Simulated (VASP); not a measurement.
TiNi:

```
CELL_PARAMETERS angstrom
2.98807 0.00000 0.00000
0.00000 2.98807 0.00000
0.00000 0.00000 2.98807
ATOMIC_POSITIONS crystal
Ti 0.50000 0.50000 0.50000
Ni 0.00000 0.00000 0.00000
```

```yaml
Program: VASP 6.6.1
Task: relaxation of cell and atoms
Functional: PBEsol
Potentials_or_basis: VASP PAW PBE potentials, release 64 (Ti_sv, Ni)
Cutoff: 600 eV
k_mesh: 14 × 14 × 14
Occupations: gaussian, width 0.1 eV
Spin: collinear spin, ferromagnetic start
Starting_moments: "[0.29, 0.24] μB"
```

At the start: pressure -3.3 GPa; volume 13.34 Å³/atom.

Where does the relaxation end?

Over 3 steps the energy falls by 2.4 meV/atom and the volume is 13.10 Å³/atom (-1.8 %); space group Pm-3m (No. 221, to 0.1 Å) before and after; moment 0.00 μB per cell.

Step by step:
```
step  energy change (eV)  largest force (eV/Å)  pressure (GPa)  volume (Å³)
   1              0.0000                0.0000           -3.28        26.68
   2              0.0016                0.0000            3.84        25.64
   3             -0.0049                0.0000           -0.03        26.20
```

Final structure:
```cif
data_structure
_symmetry_space_group_name_H-M 'P 1'
_symmetry_Int_Tables_number 1
_cell_length_a 2.9699
_cell_length_b 2.9699
_cell_length_c 2.9699
_cell_angle_alpha 90.000
_cell_angle_beta 90.000
_cell_angle_gamma 90.000
_cell_volume 26.20
loop_
_atom_site_label
_atom_site_type_symbol
_atom_site_fract_x
_atom_site_fract_y
_atom_site_fract_z
_atom_site_occupancy
Ti1 Ti 0.50000 0.50000 0.50000 1
Ni1 Ni 0.00000 0.00000 0.00000 1
```

Caveat: the PAW data sets were made with another functional, which shifts forces and pressure a little.
